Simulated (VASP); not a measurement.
A run of VASP 6.6.1 is set up as follows.

File INCAR:

```
  ALGO = Normal
  EDIFF = 1E-6
  ENCUT = 520
  GGA = PS
  ISIF = 2
  ISMEAR = -1
  LASPH = True
  LCHARG = False
  LREAL = False
  LWAVE = False
  NBANDS = 12
  NELM = 100
  PREC = Accurate
  SIGMA = 0.1
```

File KPOINTS:

```
k-points
0
Gamma
  12 12 12
```

Contents of POSCAR:

```
Ti
1.0
   -1.6410000000      1.6410000000      1.6410000000
    1.6410000000     -1.6410000000      1.6410000000
    1.6410000000      1.6410000000     -1.6410000000
Ti
1
Direct
    0.0000000000      0.0000000000      0.0000000000
```

Potentials or basis: VASP PAW PBE potentials, release 64 (Ti_sv).

Launch:

```console
$ cat potpaw_PBE.64/Ti_sv/POTCAR > POTCAR
$ mpirun -np 1 vasp_std > vasp.out
```

(1) What does it give for the pressure?

(2) What does it give for the band gap on the k mesh?

## Answers

(1) -6.6 GPa.

(2) zero (band 6 reaches 8.75 eV, above the bottom of band 7 at 7.18 eV).

Caveat: the PAW data sets were made with another functional, which shifts forces and pressure a little.
